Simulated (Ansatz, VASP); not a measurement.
TaN: VASP beside Ansatz

Contents of INCAR:

```
  PREC = Accurate
  ENCUT = 520
  EDIFF = 1E-7
  ISMEAR = 0
  SIGMA = 0.15
  LREAL = False
  LASPH = True
  NELM = 80
  ALGO = Normal
  ISIF = 2
  LWAVE = False
  LCHARG = True
  GGA = PE
  LELF = True
  LVHAR = True
  NBANDS = 15
```

File KPOINTS:

```
regular mesh
0
Gamma
  20 20 20
```

File POSCAR:

```
TaN
1.0
   -0.6889307120      1.8945594581      1.8945594581
    1.8945594581     -0.6889307120      1.8945594581
    1.8945594581      1.8945594581     -0.6889307120
Ta N
1 1
Direct
    0.5000000000      0.5000000000      0.5000000000
    0.0000000000      0.0000000000      0.0000000000
```

Input for Ansatz:

```yaml
crystal:
  lattice:
    - [-0.688930712, 1.8945594581, 1.8945594581]
    - [1.8945594581, -0.688930712, 1.8945594581]
    - [1.8945594581, 1.8945594581, -0.688930712]
  atoms:
    - { symbol: Ta, position: [0.5, 0.5, 0.5] }
    - { symbol: "N", position: [0.0, 0.0, 0.0] }
basis:
  ecutwfc: 420
kpoints:
  mp_grid: { grid: [20, 20, 20] }
hamiltonian:
  xc: pbe
scf:
  occupations: { method: gaussian, width: 0.15 }
output:
  forces: true
  stress: true
  eigenvalues: true
```

Alike in both runs: task single point; functional PBE; k mesh 20 × 20 × 20; occupations gaussian, width 0.15 eV; no spin polarisation.

|  | VASP | Ansatz |
| --- | --- | --- |
| version | VASP 6.6.1 | Ansatz 0.2.0 |
| potentials or method | VASP PAW PBE potentials, release 64 (Ta_pv, N), cutoff 520 eV | scalar-relativistic, plane waves, PAW |
| valence electrons in the cell | 16 | 18 |

Ansatz gave:

| Quantity | Value |
| --- | --- |
| gap on the k mesh at the Fermi level (eV) | none |
| pressure (GPa) | 7.5 |
| traceless stress, the component that is largest in VASP (GPa) | 0.88 |

Q: What did VASP give for the same quantities?

A: gap on the k mesh at the Fermi level (eV): none; pressure (GPa): 8.3; traceless stress, the component that is largest in VASP (GPa): 0.72.

A gap of «none» marks a metal or a gap that the smearing closes. VASP's potentials hold 16 valence electrons a cell and Ansatz's 18, so a difference there can come from the potentials and not from the codes.

Spin-orbit coupling is off throughout.
